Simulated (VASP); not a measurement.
Write the native input for VASP 6.6.1 that does the following.

- Task: single point
- Functional: PBEsol
- Potentials or basis: VASP PAW PBE potentials, release 64 (Ba_sv, Zr_sv, O)
- Cutoff: 520 eV
- k mesh: 5 × 5 × 5
- Occupations: fermi-dirac, width 0.05 eV
- Spin: non-collinear spin, zero start, spin-orbit coupling
- Starting moments: [[0.0, 0.0, 0.0], [0.0, 0.0, 0.0], [0.0, 0.0, 0.0], [0.0, 0.0, 0.0], [0.0, 0.0, 0.0]] μB
- Dipole correction: no
- Further INCAR settings: ALGO = Normal; EDIFF = 1e-07; NBANDS = 55

The structure of BaZrO3 lies in POSCAR:

```
BaZrO3
1.0
    4.1913400000      0.0000000000      0.0000000000
    0.0000000000      4.1913400000      0.0000000000
    0.0000000000      0.0000000000      4.1913400000
Ba Zr O
1 1 3
Direct
    0.0000000000      0.0000000000      0.0000000000
    0.5000000000      0.5000000000      0.5000000000
    0.5000000000      0.5000000000      0.0000000000
    0.5000000000      0.0000000000      0.5000000000
    0.0000000000      0.5000000000      0.5000000000
```

These files were run (other wordings do the same):

INCAR

```
SYSTEM = BaZrO3
ALGO = Normal ; EDIFF = 1E-7
ENCUT = 520 ; GGA = PS
GGA_COMPAT = .False. ; ISIF = 2
ISMEAR = -1 ; LASPH = .True.
LCHARG = .False. ; LMAXMIX = 4
LORBIT = 11 ; LORBMOM = .True.
LREAL = .False. ; LSORBIT = .True.
LWAVE = .False. ; MAGMOM = 0 0 0 0 0 0 0 0 0 0 0 0 0 0 0
NBANDS = 55 ; NELM = 150
PREC = Accurate ; SIGMA = 0.05
```

KPOINTS

```
k-points
0
Gamma
  5 5 5
  0 0 0
```

Potentials or basis: VASP PAW PBE potentials, release 64 (Ba_sv, Zr_sv, O).

The run is started by

```console
$ cat potpaw_PBE.64/Ba_sv/POTCAR potpaw_PBE.64/Zr_sv/POTCAR potpaw_PBE.64/O/POTCAR > POTCAR
$ mpirun -np 1 vasp_ncl > vasp.out
```

It gave:

```
Pressure                                              : -0.1 GPa
Net moment                                            : 0.00 μB per cell
Valence electrons inside the program's atomic spheres : Ba 7.89; Zr 9.73; O 5.02
```

Caveat: the PAW data sets were made with another functional, which shifts forces and pressure a little.

It took 2.4 min on 1 thread of Intel(R) Xeon(R) Platinum 8259CL CPU @ 2.50GHz (Skylake/Cascade Lake), on a shared host, peak memory 0.34 GiB.
